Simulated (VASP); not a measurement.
A run of VASP 6.6.1:

The input INCAR:

```
PREC = Accurate
ENCUT = 520
EDIFF = 1E-6
ISMEAR = 0
SIGMA = 0.1
LREAL = False
LASPH = True
NELM = 60
ALGO = Normal
ISIF = 2
LWAVE = False
LCHARG = False
GGA = PE
NBANDS = 16
```

The input KPOINTS:

```
regular mesh
0
Gamma
  6 6 4
```

File POSCAR:

```
HfMgO
1.0
    3.0951012271      0.0000000000      0.0000000000
    0.0000000000      3.0951012271      0.0000000000
    0.0000000000      0.0000000000      4.8816370337
Mg Hf O
1 1 1
Direct
    0.5000000000      0.5000000000      0.4892232445
    0.0000000000      0.0000000000      0.9370695369
    0.5000000000      0.5000000000      0.0546523686
```

Potentials or basis: VASP PAW PBE potentials, release 64 (Mg, Hf_pv, O).

Command:

```bash
$ cat potpaw_PBE.64/Mg/POTCAR potpaw_PBE.64/Hf_pv/POTCAR potpaw_PBE.64/O/POTCAR > POTCAR
$ mpirun -np 1 vasp_std > vasp.out
```

Hardware: 1 thread of Intel(R) Xeon(R) 6975P-C (Granite Rapids), with other jobs on the host.

Estimate the wall time of this run.

Run time: 7.1 s on 1 thread of Intel(R) Xeon(R) 6975P-C (Granite Rapids), with other jobs on the host, peak memory 0.17 GiB. Counts: scf iterations 14, k points 30.
